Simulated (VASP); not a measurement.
A run of VASP 6.6.1 is set up as follows.

The input INCAR:

```
SYSTEM = N
ALGO     = Normal         ! electronic algorithm
EDIFF    = 1E-6           ! SCF threshold, eV
ENCUT    = 520            ! plane-wave cutoff, eV
GGA      = PS             ! functional
ISIF     = 2              ! what is computed and relaxed
ISMEAR   = 0              ! smearing method
ISYM     = 0            
LASPH    = .TRUE.         ! aspherical terms in the spheres
LCHARG   = .TRUE.         ! write CHGCAR
LELF     = .TRUE.         ! ELF
LREAL    = .FALSE.        ! projectors in reciprocal space
LVHAR    = .TRUE.       
LWAVE    = .FALSE.        ! write WAVECAR
NBANDS   = 30             ! bands
NELM     = 100            ! most SCF steps
PREC     = Accurate       ! precision mode
SIGMA    = 0.05           ! smearing width, eV
```

The input KPOINTS:

```
k-points
0
G
  6 6 2
  0 0 0
```

POSCAR

```
N
1.0
   -4.6258169325      0.0000000000      0.0000000000
   -2.3129084662     -4.0060749768      0.0000000000
   -1.1564542331      2.0030374884     14.0224973438
N
8
Direct
   -0.1237761329      0.7904427995      0.9142189324
    0.1262238671      0.5404427995      0.4142189324
   -0.0845572005      0.7512238671      0.8357810676
    0.1654427995      0.5012238671      0.3357810676
    0.5845572005      0.7487761329      0.1642189324
    0.3345572005      0.9987761329      0.6642189324
    0.6237761329      0.7095572005      0.0857810676
    0.3737761329      0.9595572005      0.5857810676
```

Potentials or basis: VASP PAW PBE potentials, release 64 (N).

Run with:

```console
$ cat potpaw_PBE.64/N/POTCAR > POTCAR
$ mpirun -np 1 vasp_std > vasp.out
```

Estimate the largest force.

1.946 eV/Å.

What does it give for the band gap on the k mesh?

7.21 eV (least direct gap 7.28 eV).

What does it give for the pressure?

1.8 GPa.

Forces in eV/Å, atoms in the order of the input:
```
N   -0.214 -0.123  1.685
N    0.000  0.000  1.884
N    0.044  0.025 -1.946
N    0.000  0.000 -1.884
N   -0.044 -0.025  1.946
N    0.000  0.000  1.884
N    0.214  0.123 -1.685
N    0.000  0.000 -1.883
```

Caveat: the standard files for N, O and F lose accuracy on very short bonds; the stress differs along the axes, from -0 to 5 GPa; this functional lacks dispersion, which holds the molecules together, so the pressure and a relaxed volume are unreliable; the PAW data sets were made with another functional, which shifts forces and pressure a little. A k mesh can miss the band edges.
